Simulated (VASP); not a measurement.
Runs of VASP 6.6.1 on ScSi2. The structure is that of space group P6/mmm (No. 191), or close to it. The cells are those of the table. 

```csv
task,cell,gap on the mesh (eV),pressure (GPa)
single point,"a = 3.660, b = 3.660, c = 3.909 Å, angles 90.0, 90.0, 120.0°, 3 atoms",none,21.0
single point,"a = 3.660, b = 3.660, c = 3.793 Å, angles 90.0, 90.0, 120.0°, 3 atoms",none,(a)
electric field gradients,"a = 3.660, b = 3.660, c = 3.947 Å, angles 90.0, 90.0, 120.0°, 3 atoms",none,19.9
single point,"a = 3.660, b = 3.660, c = 3.947 Å, angles 90.0, 90.0, 120.0°, 3 atoms",none,19.9
single point,"a = 3.660, b = 3.660, c = 3.831 Å, angles 90.0, 90.0, 120.0°, 3 atoms",none,23.3
```

Alike in all rows: level PBEsol; potentials or basis VASP PAW PBE potentials, release 64 (Sc_sv, Si); no spin polarisation; k mesh 13 × 13 × 11; cutoff (eV) 520; smearing fermi-dirac 0.05 eV.

Q: Estimate the missing entries.

A: (a) 24.5.

Caveats: the PAW data sets were made with another functional, which shifts forces and pressure a little.

A gap of «none» marks levels without a gap at the run's occupations.
